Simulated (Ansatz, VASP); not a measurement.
**Cu in VASP and in Ansatz**

```xyz
1
Lattice="0.0000 1.7831 1.7831 1.7831 0.0000 1.7831 1.7831 1.7831 0.0000" Properties=species:S:1:pos:R:3 pbc="T T T"
Cu    0.0000    0.0000    0.0000
```

Alike in both runs: task single point; functional revPBE; dispersion D4; k mesh 13 × 13 × 13; occupations fermi-dirac, width 0.05 eV; no spin polarisation.

```csv
,VASP,Ansatz
version,VASP 6.6.1,Ansatz 0.2.0
potentials or method,"VASP PAW PBE potentials, release 64 (Cu)",Ansatz PAW
plane-wave cutoff (eV),600,420
valence electrons in the cell,11,19
```

VASP gave:

* gap on the k mesh at the Fermi level (eV): none
* pressure (GPa): -1.0

Task: Estimate Ansatz's values.

Result: gap on the k mesh at the Fermi level (eV): none; pressure (GPa): -1.7.

VASP's potentials were made for PBE, not for revPBE. A gap of «none» marks a metal or a gap that the smearing closes. VASP's potentials hold 11 valence electrons a cell and Ansatz's 19, so a difference there can come from the potentials and not from the codes.
